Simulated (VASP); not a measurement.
# Ba in VASP: further runs, part 2 of 2

VASP 6.6.1. The steps go on from the part before.

## 4. Relaxation of cell and atoms, PBE

Input file INCAR:

```
SYSTEM = Ba
ALGO = Fast
EDIFF = 1E-7
EDIFFG = -0.04
ENCUT = 600
GGA = PE
IBRION = 2
ISIF = 3
ISMEAR = 0
LASPH = .True.
LCHARG = .False.
LREAL = .False.
LWAVE = .False.
NELM = 80
NSW = 90
PREC = Accurate
SIGMA = 0.1
```

Input file KPOINTS:

```
k-points
0
Gamma
  4 4 4
  0 0 0
```

Input file POSCAR:

```
Ba
1.0
    3.7107513082     -2.3724764840      0.0000000000
    3.7107513082      2.3724764840      0.0000000000
   -1.1103070780      0.0000000000      7.2833490766
Ba
2
Direct
    0.7364071778      0.7364071778      0.7500012792
    0.2635928222      0.2635928222      0.2499987208
```

Potentials or basis: VASP PAW PBE potentials, release 64 (Ba_sv).

Command:

```console
cat potpaw_PBE.64/Ba_sv/POTCAR > POTCAR
mpirun -np 1 vasp_std > vasp.out
```

OUTCAR:

```text
SYSTEM = Ba
   EDIFF = 1E-7
   EDIFFG = -0.04
   ENCUT = 600
   GGA = PE
   IBRION = 2
   ISIF = 3
   ISMEAR = 0
   LASPH = .True.
   LREAL = .False.
   NELM = 80
   NSW = 90
   PREC = Accurate

 ion  position               nearest neighbor table
   1  0.736  0.736  0.750-   2 4.36   2 4.36   2 4.41   2 4.41   2 4.69
   2  0.264  0.264  0.250-   1 4.36   1 4.36   1 4.41   1 4.41   1 4.69

  LATTYP: Found a base centered monoclinic cell.
 ALAT       =     7.4215026164
 B/A-ratio  =     0.6393520576
 C/A-ratio  =     0.9927225723
 COS(beta)  =    -0.1507035097

  Lattice vectors:

 A1 = (   3.7107513082,  -2.3724764840,   0.0000000000)
 A2 = (   3.7107513082,   2.3724764840,   0.0000000000)
 A3 = (  -1.1103070780,   0.0000000000,   7.2833490766)

Analysis of symmetry for initial positions (statically):
=====================================================================
 Subroutine PRICEL returns:
 Original cell was already a primitive cell.

 Routine SETGRP: Setting up the symmetry group for a
 base centered monoclinic supercell.

 Subroutine GETGRP returns: Found  4 space group operations
 (whereof  4 operations were pure point group operations)
 out of a pool of  4 trial point group operations.

The static configuration has the point symmetry C_2h.

Analysis of symmetry for dynamics (positions and initial velocities):
=====================================================================
 Subroutine PRICEL returns:
 Original cell was already a primitive cell.

 Routine SETGRP: Setting up the symmetry group for a
 base centered monoclinic supercell.

 Subroutine GETGRP returns: Found  4 space group operations
 (whereof  4 operations were pure point group operations)
 out of a pool of  4 trial point group operations.

The dynamic configuration has the point symmetry C_2h.

 Subroutine INISYM returns: Found  4 space group operations
 (whereof  4 operations are pure point group operations),
 and found     1 'primitive' translations

----------------------------------------------------------------------------------------

                                     Primitive cell

  volume of cell :     128.2404

  direct lattice vectors                    reciprocal lattice vectors
     3.710751308 -2.372476484  0.000000000     0.134743603 -0.210750245  0.020540932
     3.710751308  2.372476484  0.000000000     0.134743603  0.210750245  0.020540932
    -1.110307078  0.000000000  7.283349077     0.000000000  0.000000000  0.137299474

  length of vectors
     4.404352386  4.404352386  7.367493168     0.250984928  0.250984928  0.137299474

  position of ions in fractional coordinates (direct lattice)
     0.736407178  0.736407178  0.750001279
     0.263592822  0.263592822  0.249998721

  ion indices of the primitive-cell ions
   primitive index   ion index
                 1           1
                 2           2

[... 115 lines left out ...]
  ---------------------------------------------------
  ext. energy  EPLUGINS =         0.00000000
  ---------------------------------------------------
  free energy    TOTEN  =        -3.80633261 eV

  energy without entropy =       -3.79740208  energy(sigma->0) =       -3.80186735

------------------------ aborting loop because EDIFF is reached ----------------------------------------

  FORCE on cell =-STRESS in cart. coord.  units (eV):
  Direction    XX          YY          ZZ          XY          YZ          ZX
  --------------------------------------------------------------------------------------
  -------------------------------------------------------------------------------------
  Total       -0.0066842      0.1089040      0.1202818      0.0000000      0.0000000      0.0530189
  in kB       -0.0835096      1.3605967      1.5027463      0.0000000      0.0000000      0.6623934
  external PRESSURE =       0.9266111 kB  Pullay stress =       0.0000000 kB

 VOLUME and BASIS-vectors are now :
 -----------------------------------------------------------------------------
  energy-cutoff  :      600.00
  volume of cell :      128.24
      direct lattice vectors                 reciprocal lattice vectors
     3.710751308 -2.372476484  0.000000000     0.134743603 -0.210750245  0.020540932
     3.710751308  2.372476484  0.000000000     0.134743603  0.210750245  0.020540932
    -1.110307078  0.000000000  7.283349077     0.000000000  0.000000000  0.137299474

 POSITION                                       TOTAL-FORCE (eV/Angst)
 -----------------------------------------------------------------------------------
      4.63252      0.00000      5.46252         0.009286      0.000000      0.000057
      1.67868      0.00000      1.82083        -0.009286      0.000000     -0.000057
 -----------------------------------------------------------------------------------
    total drift:                                0.000000      0.000000     -0.000000

  FREE ENERGIE OF THE ION-ELECTRON SYSTEM (eV)
  ---------------------------------------------------
  free  energy   TOTEN  =        -3.8063326124 eV

  energy  without entropy=       -3.7974020785  energy(sigma->0) =       -3.80186735

--------------------------------------- Ionic step        2  -------------------------------------------

 number of electron      20.0000000 magnetization

 Free energy of the ion-electron system (eV)
  ---------------------------------------------------
  ext. energy  EPLUGINS =         0.00000000
  ---------------------------------------------------
  free energy    TOTEN  =        -3.80695704 eV

  energy without entropy =       -3.79796203  energy(sigma->0) =       -3.80245954

 E-fermi :   1.5890     XC(G=0):  -7.3375

 val. band max:        1.5787999682   @ k =  -0.2500   0.2500   0.2500
 cond. band min:       1.6407173900   @ k =   0.5000   0.5000   0.5000
 fundamental gap:      0.0619174218
 Fermi energy:         1.5890343405

 k-point     1 :       0.0000    0.0000    0.0000
  band No.  band energies     occupation
      1     -27.3552      2.00000
      2     -27.3175      2.00000
      3     -12.7439      2.00000
      4     -12.4327      2.00000
      5     -12.3253      2.00000
      6     -12.3235      2.00000
      7     -12.3190      2.00000
      8     -12.3093      2.00000
      9      -1.1698      2.00000
     10       0.6617      2.00000
     11       2.6282      0.00000
     12       2.6892      0.00000
     13       3.1635      0.00000
     14       3.2584      0.00000
[... 377 lines left out ...]
      1     -27.3071      2.00000
      2     -27.3033      2.00000
      3     -12.6904      2.00000
      4     -12.6841      2.00000
      5     -12.4974      2.00000
      6     -12.4922      2.00000
      7     -12.4907      2.00000
      8     -12.4501      2.00000
      9       1.2086      2.00000
     10       1.3330      1.99971
     11       1.6407      0.46483
     12       1.8185      0.00118
     13       3.1293      0.00000
     14       3.3017      0.00000

------------------------ aborting loop because EDIFF is reached ----------------------------------------

  FORCE on cell =-STRESS in cart. coord.  units (eV):
  Direction    XX          YY          ZZ          XY          YZ          ZX
  --------------------------------------------------------------------------------------
  -------------------------------------------------------------------------------------
  Total       -0.0237738      0.0609730      0.0451570      0.0000000      0.0000000      0.0539273
  in kB       -0.2954317      0.7576986      0.5611560      0.0000000      0.0000000      0.6701426
  external PRESSURE =       0.3411410 kB  Pullay stress =       0.0000000 kB

 VOLUME and BASIS-vectors are now :
 -----------------------------------------------------------------------------
  energy-cutoff  :      600.00
  volume of cell :      128.93
      direct lattice vectors                 reciprocal lattice vectors
     3.710153015 -2.378708762  0.004745624     0.134739353 -0.210198074  0.020309690
     3.710153015  2.378708762  0.004745624     0.134739353  0.210198074  0.020309690
    -1.100813494  0.000000000  7.303060717    -0.000175111  0.000000000  0.136902495

 POSITION                                       TOTAL-FORCE (eV/Angst)
 -----------------------------------------------------------------------------------
      4.63920      0.00000      5.48430         0.009172      0.000000      0.000320
      1.68029      0.00000      1.82825        -0.009172      0.000000     -0.000320
 -----------------------------------------------------------------------------------
    total drift:                               -0.000000     -0.000000     -0.000000

  FREE ENERGIE OF THE ION-ELECTRON SYSTEM (eV)
  ---------------------------------------------------
  free  energy   TOTEN  =        -3.8069570435 eV

  energy  without entropy=       -3.7979620303  energy(sigma->0) =       -3.80245954

 reached required accuracy - stopping structural energy minimisation
```

OSZICAR:

```text
N       E                     dE             d eps       ncg     rms          rms(c)
DAV:   1     0.160784483817E+03    0.16078E+03   -0.88090E+03   672   0.129E+03
DAV:   2     0.801969527910E+01   -0.15276E+03   -0.14958E+03  1026   0.225E+02
DAV:   3    -0.346572677196E+01   -0.11485E+02   -0.11325E+02   894   0.683E+01
[... 19 lines left out ...]
RMM:   7    -0.380695620453E+01    0.28268E-05   -0.16634E-05   832   0.243E-02    0.485E-03
RMM:   8    -0.380695653724E+01   -0.33271E-06   -0.31694E-06   813   0.757E-03    0.517E-03
RMM:   9    -0.380695653482E+01    0.24140E-08   -0.11752E-06   717   0.464E-03    0.423E-03
RMM:  10    -0.380695695570E+01   -0.42087E-06   -0.13194E-06   757   0.682E-03    0.253E-03
RMM:  11    -0.380695704351E+01   -0.87806E-07   -0.28173E-07   498   0.260E-03
   2 F= -.38069570E+01 E0= -.38024595E+01  d E =-.624431E-03
```

CONTCAR:

```text
Ba
   1.00000000000000
     3.7101530152282636   -2.3787087622347882    0.0047456242691284
     3.7101530152282636    2.3787087622347882    0.0047456242691284
    -1.1008134937195000    0.0000000000000000    7.3030607171637678
  Ba
     2
Direct
     0.7364676002575288    0.7364676002575288    0.7500016588382139
     0.2635323997424712    0.2635323997424712    0.2499983411617862

  0.00000000E+00  0.00000000E+00  0.00000000E+00
  0.00000000E+00  0.00000000E+00  0.00000000E+00
```

Wall time 47 s (1 thread of Intel Xeon Platinum 8559C (Emerald Rapids), shared host); peak memory 0.28 GiB.

Results:

| Property | Result |
| --- | --- |
| Free energy | -3.8070 eV |
| Relaxed volume | 64.46 Å³/atom |
| Relaxed cell | a = 4.407 Å, b = 4.407 Å, c = 7.386 Å, α = 97.15°, β = 97.15°, γ = 65.33° |
| Space group after relaxing (to 0.05 Å) | C2/m (No. 12) |
| Energy gained by relaxing | 0.3 meV/atom |
| Ionic steps | 2 |
| Pressure after relaxing | 0.0 GPa |
| Largest force after relaxing | 0.009 eV/Å |
| Band gap on the k mesh | zero (band 10 reaches 1.81 eV, above the bottom of band 11 at 1.21 eV) |

Forces in eV/Å, atoms in the order of the input:
```
Ba   0.009  0.000  0.000
Ba  -0.009  0.000  0.000
```

Stress tensor (GPa, compression positive):
```
-0.03  0.00  0.07
 0.00  0.08  0.00
 0.07  0.00  0.06
```

The path:
| step | energy change (eV) | largest force (eV/Å) | pressure (GPa) | volume (Å³) |
| --- | --- | --- | --- | --- |
| 1 | 0.0000 | 0.0093 | 0.09 | 128.24 |
| 2 | -0.0006 | 0.0092 | 0.03 | 128.93 |

Final structure:
```yaml
crystal:
  lattice:
    - [3.71015, -2.37871, 0.00475]
    - [3.71015, 2.37871, 0.00475]
    - [-1.10081, 0.00000, 7.30306]
  atoms:
    - { symbol: Ba, position: [0.73647, 0.73647, 0.75000] }
    - { symbol: Ba, position: [0.26353, 0.26353, 0.25000] }
```

Caveat: the k points lie up to 0.39 Å⁻¹ apart in the final cell; spin-orbit coupling is left out, which moves the levels of the heavy elements.

## 5. The runs side by side

```csv
task,cell,cutoff (eV),gap on the mesh (eV),pressure (GPa),largest force (eV/Å)
single point,"a = 4.404, b = 4.404, c = 7.367 Å, angles 97.3, 97.3, 65.2°, 2 atoms",520,none,0.1,0.01
single point,"a = 8.064, b = 4.392, c = 4.417 Å, angles 114.8, 83.3, 115.1°, 2 atoms",520,none,0.1,0.01
relaxation of cell and atoms,"relaxed from a = 4.404, b = 4.404, c = 7.367 Å, angles 97.3, 97.3, 65.2°, 2 atoms",600,none,0.0,0.01
```

Alike in all rows: level PBE; potentials or basis VASP PAW PBE potentials, release 64 (Ba_sv); no spin polarisation; k mesh 4 × 4 × 4; smearing gaussian 0.1 eV.

Caveats: all runs use coarse meshes; spin-orbit coupling is left out, which moves the levels of the heavy elements.

Absolute energies hang on the potentials; compare differences alone.
